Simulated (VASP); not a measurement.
# Si5Mo3 in VASP: notebook

Runs on Si5Mo3. Level: PBE. Tasks: single point.

Program: VASP 6.6.1. These are calculated values, not measurements. Logs are shortened: lines on timing, memory, paths and dates and some standing lists are left out, and cuts for length are marked.

## Step 1: The cell of the first run

The cell holds a disordered packing, 24 atoms: a = 7.460 Å, b = 6.805 Å, c = 7.543 Å, α = 88.30°, β = 87.28°, γ = 88.68°.

## Step 2: Single point, PBE

Input file INCAR:

```
PREC = Accurate
ENCUT = 520
EDIFF = 1E-7
ISMEAR = -1
SIGMA = 0.1922
LREAL = Auto
LASPH = T
NELM = 60
ALGO = Normal
ISIF = 2
LWAVE = F
LCHARG = T
GGA = PE
LELF = T
LVHAR = T
ISYM = 0
NBANDS = 111
```

Input file KPOINTS:

```
Automatic mesh
0
Gamma
  1 1 1
  0.25 0.25 0.25
```

Input file POSCAR:

```
Si5Mo3
1.0
    7.4574090000      0.0809830000      0.1775480000
    0.0809830000      6.8034930000      0.1053960000
    0.1775480000      0.1053960000      7.5398230000
Si Mo
15 9
Direct
    0.8970894560     -0.0050681101      0.8704206610
    0.5486999621      1.0655794120      0.3795263644
    0.7474033285      0.5609338786      0.5768275789
    0.5182025251      0.3172653739      0.7794665308
    0.2869091572      0.7953160866      0.3606854854
    0.1543745994      0.2858874896      0.9642656997
    0.1863193228      0.9207704797      0.0566035637
    0.6546276788      0.9124180999      0.6291048141
    0.3443189817      0.7884742442      0.8058751276
    0.1783594636      0.0554469253      0.6938702341
    0.8292959896      0.3777508951      0.8575045757
    0.6668550497      0.6562649792      0.3225823094
    0.1054106104      0.5484477438      0.2631233331
    0.5196803597      0.0347975261      0.0783900725
    0.4735662196      0.4248944816      0.4771486129
    0.7948003695      0.2015289731      0.5928377147
    0.8226176111      0.9528660346      0.2032862867
    0.6531337056      0.6978614684     -0.0375283863
    0.0630364312      0.6310447561      0.9326021864
    0.4728572849      0.3938065341      0.1060343859
    0.8496612197      0.3341476853      0.2297378228
    0.2435239209      0.1678551310      0.2976440635
    0.1530757276      0.4940388225      0.5803047359
   -0.0057805455      0.8063213456      0.5337630976
```

Potentials or basis: VASP PAW PBE potentials, release 64 (Si, Mo_sv).

Run with:

```bash
cat potpaw_PBE.64/Si/POTCAR potpaw_PBE.64/Mo_sv/POTCAR > POTCAR
mpirun -np 1 vasp_std > vasp.out
```

OUTCAR:

```text
PREC = Accurate
   ENCUT = 520
   EDIFF = 1E-7
   ISMEAR = -1
   LREAL = Auto
   LASPH = T
   NELM = 60
   ISIF = 2
   GGA = PE
   ISYM = 0

 ion  position               nearest neighbor table
   1  0.897  0.995  0.870-  10 2.47  17 2.55  16 2.62  11 2.64   7 2.66   8 2.71  19 2.78  18 2.80
                             6 2.91  24 2.93
   2  0.549  0.066  0.380-   8 2.29  14 2.31  22 2.47  17 2.50  15 2.62  16 2.69   5 2.72  12 2.94
                            20 3.06  21 3.08
   3  0.747  0.561  0.577-  12 2.12  15 2.42  16 2.46   8 2.51  24 2.52  11 2.52   4 2.78  23 3.05
                            18 3.12  21 3.13
   4  0.518  0.317  0.779-  15 2.41  11 2.47  20 2.54  16 2.56   3 2.78  14 2.92   6 3.00   8 3.14
                            18 3.18
   5  0.287  0.795  0.361-  13 2.34  24 2.49   7 2.56  22 2.58   2 2.72  23 2.77  12 2.97  15 2.98
                            14 3.13
   6  0.154  0.286  0.964-  19 2.44   7 2.57  10 2.61  11 2.65  22 2.72  20 2.77   1 2.91  13 2.92
                            21 2.98   4 3.00  23 3.19
   7  0.186  0.921  0.057-   9 2.37  19 2.43   5 2.56   6 2.57  22 2.57  14 2.64   1 2.66  10 2.86
                            17 2.89  13 2.99
   8  0.655  0.912  0.629-  16 2.25   2 2.29   3 2.51  24 2.69   1 2.71   9 2.75  18 2.87  12 2.93
                             4 3.14
   9  0.344  0.788  0.806-  10 2.33   7 2.37  19 2.51  18 2.69   8 2.75  14 3.05  23 3.08
  10  0.178  0.055  0.694-   9 2.33   1 2.47  24 2.57   6 2.61   7 2.86  22 3.08  23 3.08  16 3.13

  11  0.829  0.378  0.858-  16 2.39   4 2.47   3 2.52  19 2.57  18 2.64   1 2.64   6 2.65  21 2.83
                            20 3.18  23 3.22
  12  0.667  0.656  0.323-   3 2.12  15 2.40  17 2.48  21 2.65  18 2.73  20 2.91   8 2.93   2 2.94
                             5 2.97  24 3.18
  13  0.105  0.548  0.263-   5 2.34  23 2.45  21 2.45  19 2.57  22 2.77  24 2.81   6 2.92   7 2.99
                            20 3.11
  14  0.520  0.035  0.078-   2 2.31  20 2.47  17 2.53  18 2.64   7 2.64  22 2.73   4 2.92   9 3.05
                             5 3.13
  15  0.474  0.425  0.477-  12 2.40   4 2.41   3 2.42  23 2.52   2 2.62  20 2.81  22 2.89  16 2.96
                             5 2.98
  16  0.795  0.202  0.593-   8 2.25  11 2.39   3 2.46   4 2.56   1 2.62   2 2.69  21 2.87  15 2.96
                            24 3.08  10 3.13  23 3.37  17 3.43
  17  0.823  0.953  0.203-  12 2.48   2 2.50  14 2.53   1 2.55  21 2.62   7 2.89  18 2.90  24 2.99
                            16 3.43  19 3.45
  18  0.653  0.698  0.962-  14 2.64  11 2.64  20 2.67   9 2.69  12 2.73   1 2.80   8 2.87  17 2.90
                            19 3.08   3 3.12   4 3.18  21 3.49
  19  0.063  0.631  0.933-   7 2.43   6 2.44   9 2.51  13 2.57  11 2.57   1 2.78  23 2.89  18 3.08
                            24 3.26  21 3.34  17 3.45
  20  0.473  0.394  0.106-  14 2.47   4 2.54  18 2.67  22 2.67   6 2.77  15 2.81  12 2.91  21 3.02
                             2 3.06  13 3.11  11 3.18
  21  0.850  0.334  0.230-  13 2.45  17 2.62  12 2.65  11 2.83  16 2.87   6 2.98  20 3.02   2 3.08
                             3 3.13  22 3.18  19 3.34  18 3.49
  22  0.244  0.168  0.298-   2 2.47   7 2.57   5 2.58  20 2.67   6 2.72  14 2.73  13 2.77  15 2.89
                            10 3.08  23 3.16  21 3.18
  23  0.153  0.494  0.580-  24 2.43  13 2.45  15 2.52   5 2.77  19 2.89   3 3.05   9 3.08  10 3.08
                            22 3.16   6 3.19  11 3.22  16 3.37
  24  0.994  0.806  0.534-  23 2.43   5 2.49   3 2.52  10 2.57   8 2.69  13 2.81   1 2.93  17 2.99
                            16 3.08  12 3.18  19 3.26

IMPORTANT INFORMATION: All symmetrisations will be switched off!
NOSYMM: (Re-)initialisation of all symmetry stuff for point group C_1.

----------------------------------------------------------------------------------------

                                     Primitive cell

  volume of cell :     382.2000

  direct lattice vectors                    reciprocal lattice vectors
     7.457409000  0.080983000  0.177548000     0.134186363 -0.001548626 -0.003138177
     0.080983000  6.803493000  0.105396000    -0.001548626  0.147033030 -0.002018846
     0.177548000  0.105396000  7.539823000    -0.003138177 -0.002018846  0.132731227

  length of vectors
     7.459961832  6.804791221  7.542649566     0.134231987  0.147055044  0.132783668

  position of ions in fractional coordinates (direct lattice)
     0.897089456  0.994931890  0.870420661
     0.548699962  0.065579412  0.379526364
     0.747403328  0.560933879  0.576827579
     0.518202525  0.317265374  0.779466531
     0.286909157  0.795316087  0.360685485
     0.154374599  0.285887490  0.964265700
[... 16 lines left out ...]
     0.153075728  0.494038823  0.580304736
     0.994219454  0.806321346  0.533763098

  ion indices of the primitive-cell ions
   primitive index   ion index
                 1           1
                 2           2
                 3           3
                 4           4
                 5           5
                 6           6
[... 16 lines left out ...]
                23          23
                24          24

----------------------------------------------------------------------------------------

 KPOINTS: Automatic mesh

Automatic generation of k-mesh.
 Grid dimensions read from file:
 generate k-points for:    1    1    1

 Generating k-lattice:

  Cartesian coordinates                     Fractional coordinates (reciprocal lattice)
     0.134186363 -0.001548626 -0.003138177     1.000000000 -0.000000000 -0.000000000
    -0.001548626  0.147033030 -0.002018846    -0.000000000  1.000000000 -0.000000000
    -0.003138177 -0.002018846  0.132731227    -0.000000000 -0.000000000  1.000000000

  Length of vectors
     0.134231987  0.147055044  0.132783668

  Shift w.r.t. Gamma in fractional coordinates (k-lattice)
     0.250000000  0.250000000  0.250000000

 Subroutine IBZKPT returns following result:
 ===========================================

 Found      1 irreducible k-points:

 Following reciprocal coordinates:
            Coordinates               Weight
  0.250000  0.250000  0.250000      2.000000
   k-points           NKPTS =      1   k-points in BZ     NKDIM =      1   number of bands    NBANDS=    111
   number of dos      NEDOS =    301   number of ions     NIONS =     24
   total plane-waves  NPLWV = 169344
   dimension x,y,z NGX =    56 NGY =   54 NGZ =   56
   dimension x,y,z NGXF=   112 NGYF=  108 NGZF=  112
   ions per type =              15   9
   NGX,Y,Z   is equivalent  to a cutoff of  12.48, 13.19, 12.34 a.u.
   NGXF,Y,Z  is equivalent  to a cutoff of  24.96, 26.39, 24.69 a.u.
 SYSTEM =  unknown system
   PREC   = accura    normal or accurate (medium, high low for compatibility)
   ISTART =      0    job   : 0-new  1-cont  2-samecut
   ICHARG =      2    charge: 1-file 2-atom 10-const
   ISPIN  =      1    spin polarized calculation?
   LNONCOLLINEAR =      F non collinear calculations
   LSORBIT =      F    spin-orbit coupling
   LASPH  =      T    aspherical Exc in radial PAW
   ENCUT  =  520.0 eV  38.22 Ry    6.18 a.u.  13.87 12.65 14.02*2*pi/ulx,y,z
   NELM   =     60;   NELMIN=  2; NELMDL= -5     # of ELM steps
   EDIFF  = 0.1E-06   stopping-criterion for ELM
   LREAL  =      T    real-space projection
   EDIFFG = 0.1E-05   stopping-criterion for IOM
   NSW    =      0    number of steps for IOM
   IBRION =     -1    ionic relax: 0-MD 1-quasi-New 2-CG
   NFREE  =      0    steps in history (QN), initial steepest desc. (CG)
   ISIF   =      2    stress and relaxation
   ISYM   =      0    0-nonsym 1-usesym 2-fastsym
   POTIM  = 0.5000    time-step for ionic-motion
   TEBEG  =    0.0;   TEEND  =   0.0 temperature during run
   PSTRESS=    0.0 pullay stress
   NELECT =     186.0000    total number of electrons
   NUPDOWN=      -1.0000    fix difference up-down
   EMIN   =  10.00;   EMAX   =-10.00  energy-range for DOS
   EFERMI =   0.00;   METHOD = LEGACY
   ISMEAR =    -1;   SIGMA  =   0.19  broadening in eV -4-tet -1-fermi 0-gaus
   EFERMI_NEDOS =   21; number of points for ismear=-14 and -15
   IALGO  =     38    algorithm
   IMIX   =      4    mixing-type and parameters
     AMIX     =   0.40;   BMIX     =  1.00
     AMIX_MAG =   1.60;   BMIX_MAG =  1.00
  volume/ion in A,a.u.               =      15.92       107.47
  Fermi-wavevector in a.u.,A,eV,Ry     =   1.287703  2.433405 22.560883  1.658178
  Thomas-Fermi vector in A             =   2.419701
   LORBIT       =      0    0 simple, 1 ext, 2 COOP (PROOUT), +10 PAW based schemes
   GGA     = PE    functional components
   LHFCALC =     F    Hartree Fock is set to
   AEXX    =    0.0000 exact exchange contribution
   IVDW    =     0    specifies the selected vdW correction
   LEPSILON=     F    determine dielectric tensor
   LRPA    =     F    only Hartree local field effects (RPA)
 non-spin polarized calculation
  energy-cutoff  :      520.00
  volume of cell :      382.20
 maximum number of plane-waves:     10310
 NGX is ok and might be reduce to    56
   NGX = 27   NGY = 25   NGZ = 29

 number of electron     186.0000010 magnetization

 Free energy of the ion-electron system (eV)
  ---------------------------------------------------
  ext. energy  EPLUGINS =         0.00000000
  ---------------------------------------------------
  free energy    TOTEN  =      -173.14595214 eV

  energy without entropy =     -171.27436748  energy(sigma->0) =     -172.21015981

 E-fermi :   9.9207     XC(G=0): -11.6201

 val. band max:        9.8934880536   @ k =   0.2500   0.2500   0.2500
 cond. band min:       9.9465106863   @ k =   0.2500   0.2500   0.2500
 fundamental gap:      0.0530226327
 Fermi energy:         9.9206936319

 k-point     1 :       0.2500    0.2500    0.2500
  band No.  band energies     occupation
      1     -50.9893      2.00000
      2     -50.9816      2.00000
      3     -50.9247      2.00000
      4     -50.8817      2.00000
      5     -50.8728      2.00000
      6     -50.7733      2.00000
[... 97 lines left out ...]
    104      11.2961      0.00156
    105      11.3827      0.00099
 [bands above 105 left out]

------------------------ aborting loop because EDIFF is reached ----------------------------------------

  FORCE on cell =-STRESS in cart. coord.  units (eV):
  Direction    XX          YY          ZZ          XY          YZ          ZX
  --------------------------------------------------------------------------------------
  -------------------------------------------------------------------------------------
  Total       -7.9020144      0.3116849     -6.7142772      3.2730946     -7.9683654      0.5378646
  in kB      -33.1251417      1.3065790    -28.1461628     13.7207699    -33.4032842      2.2547213
  external PRESSURE =     -19.9882418 kB  Pullay stress =       0.0000000 kB

 VOLUME and BASIS-vectors are now :
 -----------------------------------------------------------------------------
  energy-cutoff  :      520.00
  volume of cell :      382.20
      direct lattice vectors                 reciprocal lattice vectors
     7.457409000  0.080983000  0.177548000     0.134186363 -0.001548626 -0.003138177
     0.080983000  6.803493000  0.105396000    -0.001548626  0.147033030 -0.002018846
     0.177548000  0.105396000  7.539823000    -0.003138177 -0.002018846  0.132731227

 POSITION                                       TOTAL-FORCE (eV/Angst)
 -----------------------------------------------------------------------------------
      6.92508      6.93340      6.82696        -0.779275     -0.647088     -0.119302
      4.16458      0.53061      2.96589         0.285403      1.067981      0.770575
      5.72153      3.93763      4.54100         2.034004     -0.424463      2.947075
      4.02853      2.28263      6.00248        -0.591119      0.172790      0.788927
      2.26805      5.47218      2.85427         0.951966      0.247421      1.023783
      1.34559      2.05917      7.32793         0.662722     -0.160694      0.212804
[... 16 lines left out ...]
      1.28459      3.43475      4.45464        -0.409447     -0.887520      1.683854
      7.57437      5.62257      4.28598        -0.135570      1.420860      0.007663
 -----------------------------------------------------------------------------------
    total drift:                                0.003004      0.007788      0.000119

  FREE ENERGIE OF THE ION-ELECTRON SYSTEM (eV)
  ---------------------------------------------------
  free  energy   TOTEN  =      -173.1459521372 eV

  energy  without entropy=     -171.2743674755  energy(sigma->0) =     -172.21015981
```

Wall time 3.7 min (1 thread of Intel Xeon Platinum 8375C at 2.90GHz (Ice Lake), shared host); peak memory 0.4 GiB.

Results:

| Property | Result |
| --- | --- |
| Free energy | -173.1460 eV |
| Pressure | -2.0 GPa |
| Largest force | 4.096 eV/Å |

Forces in eV/Å, atoms in the order of the input:
```
Si  -0.779 -0.647 -0.119
Si   0.285  1.068  0.771
Si   2.034 -0.424  2.947
Si  -0.591  0.173  0.789
Si   0.952  0.247  1.024
Si   0.663 -0.161  0.213
Si  -0.462  1.017  1.540
Si  -1.237 -3.188  2.115
Si   1.641 -1.041 -0.585
Si   0.047  1.792 -1.034
Si   0.677  0.747  1.865
Si  -1.297  0.696 -3.823
Si   0.146 -0.407 -1.136
Si   0.057 -0.325 -1.293
Si  -0.524 -0.776 -0.973
Mo   0.779  0.302 -1.650
Mo   1.301 -0.336  0.128
Mo   0.220  0.078 -1.229
Mo  -1.715 -0.388  0.160
Mo  -0.320  1.257 -0.163
Mo  -0.793  0.355 -1.158
Mo  -0.539 -0.574 -0.079
Mo  -0.409 -0.888  1.684
Mo  -0.136  1.421  0.008
```

Levels at points of the mesh, in eV from the Fermi level:
```tsv
k point	band 89	band 90	band 91	band 92	band 93	band 94	band 95	band 96	band 97	band 98
(0.25, 0.25, 0.25)	-0.57	-0.46	-0.36	-0.15	-0.03	0.03	0.15	0.34	0.45	0.60
```

Caveat: the k points lie up to 0.92 Å⁻¹ apart, too coarse for converged energies, forces and pressures; the atoms stand as in a frame of molecular dynamics.

## Step 3: Single point, PBE

Input file INCAR:

```
PREC     = Accurate       # precision mode
ENCUT    = 520            # plane-wave cutoff, eV
EDIFF    = 1E-6           # SCF threshold, eV
ISMEAR   = -1             # smearing method
SIGMA    = 0.1069         # smearing width, eV
LREAL    = Auto         
LASPH    = T              # aspherical terms in the spheres
NELM     = 80             # most SCF steps
ALGO     = Normal         # electronic algorithm
ISIF     = 2              # what is computed and relaxed
LWAVE    = F              # write WAVECAR
LCHARG   = F              # write CHGCAR
GGA      = PE             # functional
NBANDS   = 111            # bands
ISYM     = 0
```

KPOINTS is that of step 2.

Input file POSCAR:

```
Si5Mo3
1.0
    7.4574090000      0.0809830000      0.1775480000
    0.0809830000      6.8034930000      0.1053960000
    0.1775480000      0.1053960000      7.5398230000
Si Mo
15 9
Direct
    0.9436548118      1.0143148354      0.8370348016
    0.5825002658      0.1016723022      0.3387565449
    0.7906231098      0.5254933086      0.5338335602
    0.4801072532      0.3424843708      0.7577750081
    0.2809015990      0.8060977585      0.4291271829
    0.1518231898      0.2902390177      1.0178258912
    0.1326298175      0.9332332454      0.0945613432
    0.6320451247      0.8669627896      0.5595261642
    0.3229539498      0.8278891663      0.8452889366
    0.2207343003      0.0830410252      0.6253865475
    0.8240521017      0.3670745487      0.8768707181
    0.6286088930      0.6623239127      0.2801744096
    0.1571013772      0.5058297564      0.2581620990
    0.5380222951      0.0944526431      0.0281931402
    0.4359115684      0.4033586554      0.4526716853
    0.7809993097      0.1892138635      0.5895398009
    0.8270940215      0.9093482182      0.1561653962
    0.6521088991      0.7356612358      0.8999885830
    0.0499421182      0.6690630830      0.9279150590
    0.4490312541      0.4531668323      0.0873536988
    0.8522767515      0.3602842529      0.2042646688
    0.2570398560      0.1510645885      0.3247966808
    0.1061815957      0.4823350253      0.6201955255
    0.9717722620      0.8179451461      0.5649634788
```

Potentials or basis: VASP PAW PBE potentials, release 64 (Si, Mo_sv).

Run with:

```bash
cat potpaw_PBE.64/Si/POTCAR potpaw_PBE.64/Mo_sv/POTCAR > POTCAR
mpirun -np 1 vasp_std > vasp.out
```

Wall time 2.6 min (1 thread of Intel Xeon Platinum 8375C at 2.90GHz (Ice Lake), shared host); peak memory 0.39 GiB.

Results (log left out):

```yaml
Free_energy: -173.5198 eV
Pressure: -0.8 GPa
Largest_force: 3.551 eV/Å
```

Forces in eV/Å, atoms in the order of the input:
```
Si  -0.838  0.099  0.531
Si   0.391  0.942 -0.314
Si  -0.603  0.923 -0.584
Si   0.450  0.186  0.851
Si   0.812 -1.292 -0.309
Si  -0.428  0.182 -1.578
Si   2.594  1.412  1.791
Si  -0.654 -1.358  0.730
Si   2.121  0.213 -0.958
Si  -0.193  0.317  2.625
Si   0.097  1.114 -0.215
Si  -0.502 -0.720 -0.263
Si  -0.763  1.430  0.645
Si   0.061 -0.819  0.035
Si   0.398  0.890 -0.194
Mo  -0.086 -1.187 -0.223
Mo  -2.210  0.607  0.851
Mo   0.070 -0.352  0.242
Mo  -1.231 -3.331 -0.021
Mo   0.317 -0.257 -1.419
Mo  -0.653  0.056  0.299
Mo  -1.588  0.000 -2.422
Mo   1.883 -0.050 -0.611
Mo   0.553  0.996  0.511
```

Stress tensor (GPa, compression positive):
```
 0.18  0.38  0.67
 0.38  0.22 -1.07
 0.67 -1.07 -2.86
```

Levels at points of the mesh, in eV from the Fermi level:
```
           k point  band 90  band 91  band 92  band 93  band 94  band 95  band 96  band 97
(0.25, 0.25, 0.25)    -0.50    -0.26    -0.17    -0.09     0.10     0.14     0.29     0.50
```

Caveat: the k points lie up to 0.92 Å⁻¹ apart, too coarse for converged energies, forces and pressures; the atoms stand as in a frame of molecular dynamics.
